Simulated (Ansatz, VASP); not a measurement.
One calculation of SnC3, two programs

File INCAR:

```
PREC     = Accurate       # precision mode
ENCUT    = 520            # plane-wave cutoff, eV
EDIFF    = 1E-6           # SCF threshold, eV
ISMEAR   = -1             # smearing method
SIGMA    = 0.02           # smearing width, eV
LREAL    = False          # projectors in reciprocal space
LASPH    = True           # aspherical terms in the spheres
NELM     = 80             # most SCF steps
ALGO     = Normal         # electronic algorithm
ISIF     = 2              # what is computed and relaxed
LWAVE    = False          # write WAVECAR
LCHARG   = False          # write CHGCAR
GGA      = PE             # functional
NBANDS   = 21             # bands
```

The input KPOINTS:

```
regular mesh
0
Gamma
  8 8 8
```

File POSCAR:

```
SnC3
1.0
    1.5556972958      0.8981822525      5.1526679005
   -1.5556972958      0.8981822525      5.1526679005
    0.0000000000     -1.7963645050      5.1526679005
C Sn
3 1
Direct
    1.0147226421      0.0147226421      0.0147226421
    0.4768905496      0.4768905496      0.4768905496
    0.3831861780      0.3831861780      0.3831861780
    0.8752006303      0.8752006303      0.8752006303
```

Input for Ansatz:

```yaml
crystal:
  lattice:
    - [1.5556972958, 0.8981822525, 5.1526679005]
    - [-1.5556972958, 0.8981822525, 5.1526679005]
    - [0.0, -1.796364505, 5.1526679005]
  atoms:
    - { symbol: C, position: [1.0147226421, 0.0147226421, 0.0147226421] }
    - { symbol: C, position: [0.4768905496, 0.4768905496, 0.4768905496] }
    - { symbol: C, position: [0.383186178, 0.383186178, 0.383186178] }
    - { symbol: Sn, position: [0.8752006303, 0.8752006303, 0.8752006303] }
kpoints:
  mp_grid: { grid: [8, 8, 8] }
hamiltonian:
  xc: pbe
scf:
  occupations: { method: fermi_dirac, width: 0.02 }
  n_extra_bands: 5
output:
  forces: true
  stress: true
  eigenvalues: true
```

Alike in both runs: task single point; functional PBE; k mesh 8 × 8 × 8; occupations fermi-dirac, width 0.02 eV; no spin polarisation.

|  | VASP | Ansatz |
| --- | --- | --- |
| version | VASP 6.6.1 | Ansatz 0.2.0 |
| potentials or method | VASP PAW PBE potentials, release 64 (C, Sn_d) | plane waves, PAW |
| plane-wave cutoff (eV) | 520 | 420 |
| valence electrons in the cell | 26 | 26 |

```csv
,VASP,Ansatz,Ansatz less VASP
pressure (GPa),5.7,5.7,+0.03
"traceless stress, the component that is largest in VASP (GPa)",2.10,2.08,-0.022
rms of the force components (eV/Å),0.134,0.126,-0.0079
```

Atom by atom the forces differ by 0.022 eV/Å (rms over components). With one functional, cell and mesh, what is left measures potentials, basis and numerics.
